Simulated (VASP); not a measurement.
# Al (P2_1/m) in VASP: further runs

The runs below take Al through single point, with PBE+D3(BJ).

Program: VASP 6.6.1. These are calculated values, not measurements. Logs are shortened: lines on timing, memory, paths and dates and some standing lists are left out, and cuts for length are marked.

## 1. The cell of the first run

It takes space group P2_1/m (No. 11, monoclinic). The conventional cell has a = 2.812 Å, b = 4.867 Å, c = 2.812 Å, α = 90.00°, β = 120.00°, γ = 90.00°. Al (site symmetry m) has 14 Al at 2.71 to 3.46 Å within 3.6 Å.

## 2. Single point, PBE+D3(BJ) (atom 1 (Al) moved by (-0.600, -0.600) A along x and y)

Contents of INCAR:

```
PREC = Accurate
ENCUT = 520
EDIFF = 1E-7
ISMEAR = 0
SIGMA = 0.15
LREAL = F
LASPH = T
NELM = 80
ALGO = Fast
ISIF = 2
LWAVE = F
LCHARG = F
GGA = PE
IVDW = 12
NBANDS = 10
```

Contents of KPOINTS:

```
Automatic mesh
0
Gamma
  18 18 10
```

Contents of POSCAR:

```
Al
1.0
    2.8124553515      0.0000000000      0.0000000000
   -1.4062276757      2.4356577814      0.0000000000
    0.0000000000      0.0000000000      4.8668500000
Al
2
Direct
    0.3301599339      0.0869933078      0.7500000000
    0.3333333333      0.6666666667      0.2500000000
```

Potentials or basis: VASP PAW PBE potentials, release 64 (Al).

The run is started by

```
> cat potpaw_PBE.64/Al/POTCAR > POTCAR
> mpirun -np 1 vasp_std > vasp.out
```

OUTCAR:

```text
PREC = Accurate
   ENCUT = 520
   EDIFF = 1E-7
   ISMEAR = 0
   LREAL = F
   LASPH = T
   NELM = 80
   ISIF = 2
   GGA = PE
   IVDW = 12
 IVDW          = 12

 ion  position               nearest neighbor table
   1  0.330  0.087  0.750-   2 2.71   2 2.71   2 2.93   2 2.93
   2  0.333  0.667  0.250-   1 2.71   1 2.71   1 2.93   1 2.93

  LATTYP: Found a hexagonal cell.
 ALAT       =     2.8124553515
 C/A-ratio  =     1.7304630267

  Lattice vectors:

 A1 = (   2.8124553515,   0.0000000000,   0.0000000000)
 A2 = (  -1.4062276757,   2.4356577814,   0.0000000000)
 A3 = (   0.0000000000,   0.0000000000,   4.8668500000)

Analysis of symmetry for initial positions (statically):
=====================================================================
 Subroutine PRICEL returns:
 Original cell was already a primitive cell.

 Routine SETGRP: Setting up the symmetry group for a
 hexagonal supercell.

 Subroutine GETGRP returns: Found  4 space group operations
 (whereof  1 operations were pure point group operations)
 out of a pool of 24 trial point group operations.

The static configuration has the point symmetry C_1 .
 The point group associated with its full space group is C_2h.

Analysis of symmetry for dynamics (positions and initial velocities):
=====================================================================
 Subroutine PRICEL returns:
 Original cell was already a primitive cell.

 Routine SETGRP: Setting up the symmetry group for a
 hexagonal supercell.

 Subroutine GETGRP returns: Found  4 space group operations
 (whereof  1 operations were pure point group operations)
 out of a pool of 24 trial point group operations.

The dynamic configuration has the point symmetry C_1 .
 The point group associated with its full space group is C_2h.

 Subroutine INISYM returns: Found  4 space group operations
 (whereof  1 operations are pure point group operations),
 and found     1 'primitive' translations

----------------------------------------------------------------------------------------

                                     Primitive cell

  volume of cell :      33.3388

  direct lattice vectors                    reciprocal lattice vectors
     2.812455352  0.000000000  0.000000000     0.355561200  0.205283355  0.000000000
    -1.406227676  2.435657781  0.000000000     0.000000000  0.410566709  0.000000000
     0.000000000  0.000000000  4.866850000     0.000000000  0.000000000  0.205471712

  length of vectors
     2.812455352  2.812455351  4.866850000     0.410566709  0.410566709  0.205471712

  position of ions in fractional coordinates (direct lattice)
     0.330159934  0.086993308  0.750000000
     0.333333333  0.666666667  0.250000000

  ion indices of the primitive-cell ions
   primitive index   ion index
                 1           1
                 2           2

----------------------------------------------------------------------------------------

 KPOINTS: Automatic mesh

Automatic generation of k-mesh.
 Grid dimensions read from file:
 generate k-points for:   18   18   10

 Generating k-lattice:

  Cartesian coordinates                     Fractional coordinates (reciprocal lattice)
     0.019753400  0.011404631  0.000000000     0.055555556  0.000000000  0.000000000
     0.000000000  0.022809262  0.000000000     0.000000000  0.055555556  0.000000000
     0.000000000  0.000000000  0.020547171     0.000000000  0.000000000  0.100000000

  Length of vectors
     0.022809262  0.022809262  0.020547171

  Shift w.r.t. Gamma in fractional coordinates (k-lattice)
     0.000000000  0.000000000  0.000000000

 Subroutine IBZKPT returns following result:
 ===========================================

 Found    984 irreducible k-points:

 Following reciprocal coordinates:
            Coordinates               Weight
  0.000000  0.000000  0.000000      1.000000
  0.055556  0.000000  0.000000      2.000000
  0.000000  0.055556  0.000000      2.000000
 -0.055556  0.055556  0.000000      2.000000
  0.111111  0.000000  0.000000      2.000000
  0.000000  0.111111  0.000000      2.000000
[... 16 lines left out ...]
  0.444444  0.000000  0.000000      2.000000
  0.000000  0.444444  0.000000      2.000000
 [... further k-points ...]
   k-points           NKPTS =    984   k-points in BZ     NKDIM =    984   number of bands    NBANDS=     10
   number of dos      NEDOS =    301   number of ions     NIONS =      2
   total plane-waves  NPLWV =  20736
   dimension x,y,z NGX =    24 NGY =   24 NGZ =   36
   dimension x,y,z NGXF=    48 NGYF=   48 NGZF=   72
   ions per type =               2
   NGX,Y,Z   is equivalent  to a cutoff of  14.19, 14.19, 12.30 a.u.
   NGXF,Y,Z  is equivalent  to a cutoff of  28.37, 28.37, 24.59 a.u.
 SYSTEM =  unknown system
   PREC   = accura    normal or accurate (medium, high low for compatibility)
   ISTART =      0    job   : 0-new  1-cont  2-samecut
   ICHARG =      2    charge: 1-file 2-atom 10-const
   ISPIN  =      1    spin polarized calculation?
   LNONCOLLINEAR =      F non collinear calculations
   LSORBIT =      F    spin-orbit coupling
   LASPH  =      T    aspherical Exc in radial PAW
   ENCUT  =  520.0 eV  38.22 Ry    6.18 a.u.   5.23  5.23  9.05*2*pi/ulx,y,z
   NELM   =     80;   NELMIN=  2; NELMDL= -5     # of ELM steps
   EDIFF  = 0.1E-06   stopping-criterion for ELM
   LREAL  =      F    real-space projection
   EDIFFG = 0.1E-05   stopping-criterion for IOM
   NSW    =      0    number of steps for IOM
   IBRION =     -1    ionic relax: 0-MD 1-quasi-New 2-CG
   NFREE  =      0    steps in history (QN), initial steepest desc. (CG)
   ISIF   =      2    stress and relaxation
   ISYM   =      2    0-nonsym 1-usesym 2-fastsym
   POTIM  = 0.5000    time-step for ionic-motion
   TEBEG  =    0.0;   TEEND  =   0.0 temperature during run
   PSTRESS=    0.0 pullay stress
   NELECT =       6.0000    total number of electrons
   NUPDOWN=      -1.0000    fix difference up-down
   EMIN   =  10.00;   EMAX   =-10.00  energy-range for DOS
   EFERMI =   0.00;   METHOD = LEGACY
   ISMEAR =     0;   SIGMA  =   0.15  broadening in eV -4-tet -1-fermi 0-gaus
   EFERMI_NEDOS =   21; number of points for ismear=-14 and -15
   IALGO  =     68    algorithm
   IMIX   =      4    mixing-type and parameters
     AMIX     =   0.40;   BMIX     =  1.00
     AMIX_MAG =   1.60;   BMIX_MAG =  1.00
  volume/ion in A,a.u.               =      16.67       112.49
  Fermi-wavevector in a.u.,A,eV,Ry     =   0.924291  1.746656 11.623640  0.854313
  Thomas-Fermi vector in A             =   2.050021
   LORBIT       =      0    0 simple, 1 ext, 2 COOP (PROOUT), +10 PAW based schemes
   GGA     = PE    functional components
   LHFCALC =     F    Hartree Fock is set to
   AEXX    =    0.0000 exact exchange contribution
   IVDW    =    12    specifies the selected vdW correction
   LEPSILON=     F    determine dielectric tensor
   LRPA    =     F    only Hartree local field effects (RPA)
 non-spin polarized calculation
 RMM-DIIS sequential band-by-band and
 Gauss-broadening in eV      SIGMA  =   0.15
  energy-cutoff  :      520.00
  volume of cell :       33.34
 maximum number of plane-waves:       920
 NGX is ok and might be reduce to    24
   NGX = 11   NGY = 11   NGZ = 19

 number of electron       6.0000000 magnetization

 Free energy of the ion-electron system (eV)
  ---------------------------------------------------
  ext. energy  EPLUGINS =         0.00000000
  ---------------------------------------------------
  free energy    TOTEN  =        -7.30861025 eV

  energy without entropy =       -7.29949579  energy(sigma->0) =       -7.30405302

 E-fermi :   7.8277     XC(G=0): -10.1539

 val. band max:        7.7986430582   @ k =   0.5000   0.3889   0.0000
 cond. band min:       7.8316691710   @ k =  -0.1111   0.5000   0.0000
 fundamental gap:      0.0330261128
 Fermi energy:         7.8277202281

 k-point     1 :       0.0000    0.0000    0.0000
  band No.  band energies     occupation
      1      -3.1825      2.00000
      2       2.8244      2.00000
      3       3.0343      2.00000
      4      18.0771      0.00000
      5      19.2954      0.00000
      6      19.5567      0.00000
      7      20.3091      0.00000
      8      20.3536      0.00000
      9      20.3945      0.00000
     10      21.2635      0.00000

 k-point     2 :       0.0556    0.0000    0.0000
  band No.  band energies     occupation
      1      -3.1056      2.00000
      2       2.9002      2.00000
      3       3.1057      2.00000
      4      17.0721      0.00000
      5      18.3188      0.00000
      6      19.6668      0.00000
      7      19.9561      0.00000
      8      20.3653      0.00000
      9      21.0607      0.00000
     10      21.4437      0.00000

 k-point     3 :       0.0000    0.0556    0.0000
  band No.  band energies     occupation
      1      -3.1055      2.00000
      2       2.8999      2.00000
      3       3.1061      2.00000
      4      17.4963      0.00000
      5      18.1026      0.00000
      6      18.8585      0.00000
      7      20.3015      0.00000
      8      20.3417      0.00000
      9      21.2869      0.00000
     10      21.3948      0.00000

 k-point     4 :      -0.0556    0.0556    0.0000
  band No.  band energies     occupation
      1      -3.1055      2.00000
      2       2.8999      2.00000
      3       3.1061      2.00000
      4      17.5006      0.00000
      5      18.1006      0.00000
      6      18.8495      0.00000
      7      20.3202      0.00000
      8      20.3416      0.00000
      9      21.2734      0.00000
     10      21.3944      0.00000
[... 222 lines left out ...]
 k-point    22 :      -0.3889    0.3889    0.0000
  band No.  band energies     occupation
      1       0.5388      2.00000
      2       5.5099      2.00000
      3       6.5450      2.00000
      4       6.9316      2.00000
      5      11.6352      0.00000
      6      11.7284      0.00000
      7      14.8062      0.00000
      8      14.9515      0.00000
      9      20.1307      0.00000
     10      20.7935      0.00000

 k-point    23 :       0.4444    0.0000    0.0000
  band No.  band energies     occupation
      1       1.6553      2.00000
      2       4.3220      2.00000
      3       7.3849      1.99997
      4       7.4210      1.99987
      5      10.3087      0.00000
      6      10.6706      0.00000
      7      14.1877      0.00000
      8      16.0267      0.00000
      9      19.5506      0.00000
     10      19.8283      0.00000

 k-point    24 :       0.0000    0.4444    0.0000
  band No.  band energies     occupation
      1       1.6552      2.00000
      2       4.2578      2.00000
      3       7.6064      1.96305
      4       7.7171      1.70287
      5      10.2174      0.00000
      6      10.2485      0.00000
      7      14.6221      0.00000
      8      14.7312      0.00000
      9      20.0339      0.00000
     10      20.6094      0.00000

 [... further k-points ...]

------------------------ aborting loop because EDIFF is reached ----------------------------------------

 Edisp (eV)   -0.66597

 E8    (eV) :    -0.2979

  FORCE on cell =-STRESS in cart. coord.  units (eV):
  Direction    XX          YY          ZZ          XY          YZ          ZX
  --------------------------------------------------------------------------------------
  -------------------------------------------------------------------------------------
  Total      -0.41067    -0.43334     0.07588     0.01917     0.00000     0.00000
  in kB     -19.73596   -20.82545     3.64681     0.92127     0.00000     0.00000
  external pressure =      -12.30 kB  Pullay stress =        0.00 kB

 VOLUME and BASIS-vectors are now :
 -----------------------------------------------------------------------------
  energy-cutoff  :      520.00
  volume of cell :       33.34
      direct lattice vectors                 reciprocal lattice vectors
     2.812455352  0.000000000  0.000000000     0.355561200  0.205283355  0.000000000
    -1.406227676  2.435657781  0.000000000     0.000000000  0.410566709  0.000000000
     0.000000000  0.000000000  4.866850000     0.000000000  0.000000000  0.205471712

 POSITION                                       TOTAL-FORCE (eV/Angst)
 -----------------------------------------------------------------------------------
      0.80623      0.21189      3.65014        -0.177430      0.298360     -0.000000
     -0.00000      1.62377      1.21671         0.177430     -0.298360      0.000000
 -----------------------------------------------------------------------------------
    total drift:                               -0.000001      0.000001      0.000000

  FREE ENERGIE OF THE ION-ELECTRON SYSTEM (eV)
  ---------------------------------------------------
  free  energy   TOTEN  =        -7.9745795072 eV

  energy  without entropy=       -7.9654650395  energy(sigma->0) =       -7.97002227
```

Wall time 2.5 min (1 thread of Intel Xeon 6975P-C, shared host); peak memory 0.38 GiB.

Results:

| Property | Result |
| --- | --- |
| Free energy | -7.9746 eV |
| Pressure | -1.2 GPa |
| Largest force | 0.347 eV/Å |
| Band gap on the k mesh | zero (band 3 reaches 11.48 eV, above the bottom of band 4 at 4.48 eV) |
| Dispersion energy per atom | -0.333 eV |

Forces on the atoms (eV/Å):
```
Al  -0.177  0.298  0.000
Al   0.177 -0.298  0.000
```

Stress tensor (GPa, compression positive):
```
-1.97  0.09  0.00
 0.09 -2.08  0.00
 0.00  0.00  0.36
```

Caveat: the cell differs from its parent crystal (atom 1 (Al) moved by (-0.600, -0.600) A along x and y); pairwise dispersion overbinds metals, which lowers pressure and volume.

## 3. Single point, PBE+D3(BJ) (atom 1 (Al) moved by (-0.600, -0.300) A along x and y)

Edit INCAR of step 2 so:

```diff
@@ -2,3 +2,3 @@
 ENCUT = 520
-EDIFF = 1E-7
+EDIFF = 1E-6
 ISMEAR = 0
```

Contents of KPOINTS:

```
regular mesh
0
Gamma
  18 18 10
```

Edit POSCAR of step 2 so:

```diff
@@ -8,3 +8,3 @@
 Direct
-    0.3301599339      0.0869933078      0.7500000000
+    0.3917449402      0.2101633206      0.7500000000
     0.3333333333      0.6666666667      0.2500000000
```

Potentials or basis: VASP PAW PBE potentials, release 64 (Al).

The run is started by

```
> cat potpaw_PBE.64/Al/POTCAR > POTCAR
> mpirun -np 1 vasp_std > vasp.out
```

Wall time 2 min (1 thread of Intel Xeon 6975P-C, shared host); peak memory 0.37 GiB.

Results (log left out):

```yaml
Free_energy: -8.0170 eV
Pressure: -2.0 GPa
Largest_force: 0.095 eV/Å
Band_gap_on_the_k_mesh: zero (band 3 reaches 11.58 eV, above the bottom of band 4 at 4.51 eV)
Dispersion_energy_per_atom: -0.333 eV
```

Forces on the atoms (eV/Å):
```
Al   0.092 -0.021  0.000
Al  -0.092  0.021  0.000
```

Stress tensor (GPa, compression positive):
```
-2.11  0.15  0.00
 0.15 -2.29  0.00
 0.00  0.00 -1.53
```

Levels at points of the mesh, in eV from the Fermi level:
```
           k point  band 1  band 2  band 3  band 4  band 5  band 6
(0.00, 0.00, 0.00)  -11.02   -5.02   -4.80   10.42   11.37   11.77
(0.50, 0.00, 0.00)   -5.03   -4.81    0.21    0.22    1.68    2.08
(0.00, 0.50, 0.00)   -4.95   -4.92    0.91    0.95    1.14    1.15
(0.50, 0.50, 0.00)   -4.94   -4.94    1.01    1.02    1.04    1.08
(0.00, 0.00, 0.50)   -9.47   -9.47    2.40    2.40   12.53   12.53
(0.50, 0.00, 0.50)   -3.54   -3.54   -3.33   -3.33    7.46    7.46
(0.00, 0.50, 0.50)   -3.81   -3.81   -2.98   -2.98    7.15    7.15
(0.50, 0.50, 0.50)   -3.82   -3.82   -2.97   -2.97    7.15    7.15
```

Caveat: the cell differs from its parent crystal (atom 1 (Al) moved by (-0.600, -0.300) A along x and y); pairwise dispersion overbinds metals, which lowers pressure and volume.

(Part 1 of 2 ends here.)
